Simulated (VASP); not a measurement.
Wanted: the native input for a VASP 6.6.1 run.

```
Task                   : single point
Functional             : PBEsol
Potentials or basis    : VASP PAW PBE potentials, release 64 (Re)
Cutoff                 : 520 eV
k mesh                 : 20 × 20 × 20
Occupations            : gaussian, width 0.15 eV
Spin                   : no spin polarisation
Dipole correction      : no
Further INCAR settings : ALGO = Normal; EDIFF = 1e-06; NBANDS = 10
```

The structure of Re lies in POSCAR:

```
Re
1.0
    0.0000000000      1.8960000000      1.8170000000
    1.8960000000      0.0000000000      1.8170000000
    1.8960000000      1.8960000000      0.0000000000
Re
1
Direct
    0.0000000000      0.0000000000      0.0000000000
```

This cell differs from its parent crystal: strain -0.040 along x and y, -0.080 along z.

One way to write it, as run:

INCAR

```
SYSTEM = Re
PREC     = Accurate       ! precision mode
ENCUT    = 520            ! plane-wave cutoff, eV
EDIFF    = 1E-6           ! SCF threshold, eV
ISMEAR   = 0              ! smearing method
SIGMA    = 0.15           ! smearing width, eV
LREAL    = .FALSE.        ! projectors in reciprocal space
LASPH    = .TRUE.         ! aspherical terms in the spheres
NELM     = 100            ! most SCF steps
ALGO     = Normal         ! electronic algorithm
ISIF     = 2              ! what is computed and relaxed
LWAVE    = .FALSE.        ! write WAVECAR
LCHARG   = .FALSE.        ! write CHGCAR
GGA      = PS             ! functional
NBANDS   = 10             ! bands
```

KPOINTS

```
Automatic mesh
0
G
  20 20 20
  0 0 0
```

Potentials or basis: VASP PAW PBE potentials, release 64 (Re).

Run with:

```bash
$ cat potpaw_PBE.64/Re/POTCAR > POTCAR
$ mpirun -np 1 vasp_std > vasp.out
```

Results of the run:

The pressure is 57.1 GPa and the band gap on the k mesh is zero (an odd number of electrons rules out a gap without spin polarisation).

Caveat: the cell differs from its parent crystal (strain -0.040 along x and y, -0.080 along z); the cell stands under pressure; the PAW data sets were made with another functional, which shifts forces and pressure a little; spin-orbit coupling is left out, which moves the levels of the heavy elements.

Run time: 36 s on 1 thread of AMD EPYC 9R45 96-Core Processor (Zen 5), with other jobs on the host, peak memory 0.17 GiB.
